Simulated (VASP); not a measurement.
# Tl (I4/mmm) in VASP: notebook, part 2 of 3

VASP 6.6.1. The steps go on from the part before.

## 3. Single point, LDA (strain +0.000 along x and y, -0.025 along z)

Input file INCAR:

```
SYSTEM = Tl
PREC     = Accurate       ! precision mode
ENCUT    = 520            ! plane-wave cutoff, eV
EDIFF    = 1E-6           ! SCF threshold, eV
ISMEAR   = 0              ! smearing method
SIGMA    = 0.15           ! smearing width, eV
LREAL    = .False.        ! projectors in reciprocal space
LASPH    = .True.         ! aspherical terms in the spheres
NELM     = 60             ! most SCF steps
ALGO     = Normal         ! electronic algorithm
ISIF     = 2              ! what is computed and relaxed
LWAVE    = .False.        ! write WAVECAR
LCHARG   = .False.        ! write CHGCAR
NBANDS   = 12             ! bands
```

Input file KPOINTS:

```
Automatic mesh
0
Gamma
  16 16 16
  0 0 0
```

Input file POSCAR:

```
Tl
1.0
    0.0000000000      2.4663412330      2.4046827022
    2.4663412330      0.0000000000      2.4046827022
    2.4663412330      2.4663412330      0.0000000000
Tl
1
Direct
    0.0000000000      0.0000000000      0.0000000000
```

Potentials or basis: VASP PAW LDA potentials, release 64 (Tl_d).

Command:

```console
$ cat potpaw_LDA.64/Tl_d/POTCAR > POTCAR
$ mpirun -np 1 vasp_std > vasp.out
```

OUTCAR:

```text
SYSTEM = Tl
   PREC = Accurate
   ENCUT = 520
   EDIFF = 1E-6
   ISMEAR = 0
   LREAL = .False.
   LASPH = .True.
   NELM = 60
   ISIF = 2

 ion  position               nearest neighbor table
   1  0.000  0.000  0.000-

  LATTYP: Found a body centered tetragonal cell.
 ALAT       =     3.4879332211
 C/A-ratio  =     1.3788582233

  Lattice vectors:

 A1 = (   0.0000000000,  -2.4663412330,  -2.4046827022)
 A2 = (   0.0000000000,   2.4663412330,  -2.4046827022)
 A3 = (   2.4663412330,   0.0000000000,   2.4046827022)

Analysis of symmetry for initial positions (statically):
=====================================================================
 Subroutine PRICEL returns:
 Original cell was already a primitive cell.

 Routine SETGRP: Setting up the symmetry group for a
 body centered tetragonal supercell.

 Subroutine GETGRP returns: Found 16 space group operations
 (whereof 16 operations were pure point group operations)
 out of a pool of 16 trial point group operations.

The static configuration has the point symmetry D_4h.

Analysis of symmetry for dynamics (positions and initial velocities):
=====================================================================
[... 170 lines left out ...]
      5      -5.1897      2.00000
      6      -3.8647      2.00000
      7      16.0335      0.00000
      8      16.0989      0.00000
      9      16.0989      0.00000
     10      17.0041      0.00000
     11      20.2327      0.00000
     12      20.9127      0.00000
[... 331 lines left out ...]
 k-point    24 :      -0.0625    0.0625    0.0000
  band No.  band energies     occupation
      1      -5.5035      2.00000
      2      -5.4722      2.00000
      3      -5.4166      2.00000
      4      -5.2509      2.00000
      5      -5.1851      2.00000
      6      -3.6481      2.00000
      7      14.2904      0.00000
      8      14.9283      0.00000
      9      16.2411      0.00000
     10      17.0687      0.00000
     11      20.2313      0.00000
     12      20.9984      0.00000

 [... further k-points ...]

------------------------ aborting loop because EDIFF is reached ----------------------------------------

  FORCE on cell =-STRESS in cart. coord.  units (eV):
  Direction    XX          YY          ZZ          XY          YZ          ZX
  --------------------------------------------------------------------------------------
  -------------------------------------------------------------------------------------
  Total       -0.5107286     -0.5107286     -0.4847417      0.0000000      0.0000000     -0.0000000
  in kB      -27.9709163    -27.9709163    -26.5476955      0.0000000      0.0000000     -0.0000000
  external PRESSURE =     -27.4965094 kB  Pullay stress =       0.0000000 kB

 VOLUME and BASIS-vectors are now :
 -----------------------------------------------------------------------------
  energy-cutoff  :      520.00
  volume of cell :       29.25
      direct lattice vectors                 reciprocal lattice vectors
     0.000000000  2.466341233  2.404682702    -0.202729449  0.202729449  0.207927640
     2.466341233  0.000000000  2.404682702     0.202729449 -0.202729449  0.207927640
     2.466341233  2.466341233  0.000000000     0.202729449  0.202729449 -0.207927640

 POSITION                                       TOTAL-FORCE (eV/Angst)
 -----------------------------------------------------------------------------------
      0.00000      0.00000      0.00000         0.000000      0.000000      0.000000
 -----------------------------------------------------------------------------------
    total drift:                               -0.000000     -0.000000     -0.000000

  FREE ENERGIE OF THE ION-ELECTRON SYSTEM (eV)
  ---------------------------------------------------
  free  energy   TOTEN  =        -2.9062592439 eV

  energy  without entropy=       -2.8994656435  energy(sigma->0) =       -2.90286244
```

Run time: 37 s. Hardware: 1 thread of Intel Xeon Platinum 8559C (Emerald Rapids), shared host; peak memory 0.23 GiB.

Results:

```yaml
Free_energy: -2.9063 eV
Pressure: -2.7 GPa
```

Levels at points of the mesh, in eV from the Fermi level:
```csv
k point,band 3,band 4,band 5,band 6,band 7,band 8,band 9,band 10
"(0.00, 0.00, 0.00)",-11.45,-11.24,-11.20,-9.87,10.03,10.09,10.09,11.00
"(0.50, 0.00, 0.00)",-11.45,-10.99,-10.97,-5.30,-2.79,7.81,8.23,10.46
"(0.50, 0.50, 0.00)",-11.00,-10.92,-10.92,-3.42,-1.58,3.79,3.79,7.30
"(0.50, 0.00, 0.50)",-11.00,-10.94,-10.90,-3.75,-1.81,4.05,4.18,7.61
```

Caveat: the cell differs from its parent crystal (strain +0.000 along x and y, -0.025 along z); spin-orbit coupling is left out, which moves the levels of the heavy elements.

(Part 2 of 3 ends here.)
